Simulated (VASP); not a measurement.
A run of VASP 6.6.1 is set up as follows.

The input INCAR:

```
  ALGO = Normal
  EDIFF = 1E-6
  ENCUT = 540
  GGA = PE
  GGA_COMPAT = F
  ISIF = 2
  ISMEAR = -1
  LASPH = T
  LCHARG = F
  LREAL = F
  LWAVE = F
  NBANDS = 16
  NELM = 120
  PREC = Accurate
  SIGMA = 0.05
```

Contents of KPOINTS:

```
k-points
0
Gamma
  17 17 15
```

Contents of POSCAR:

```
Cd
1.0
    2.5814520513      0.0000000000      0.0000000000
   -1.2907260257      2.2356030551      0.0000000000
    0.0000000000      0.0000000000      2.5500902186
Cd
1
Direct
    0.0000000000      0.0000000000      0.0000000000
```

Potentials or basis: VASP PAW PBE potentials, release 64 (Cd_sv_GW).

The run is started by

```console
$ cat potpaw_PBE.64/Cd_sv_GW/POTCAR > POTCAR
$ mpirun -np 1 vasp_std > vasp.out
```

(1) What does it give for the pressure?

(2) Estimate the band gap on the k mesh.

## Answers

(1) 80.8 GPa.

(2) zero (bands 10 and 11 overlap by 6.45 eV).

Caveat: the cell stands under pressure.
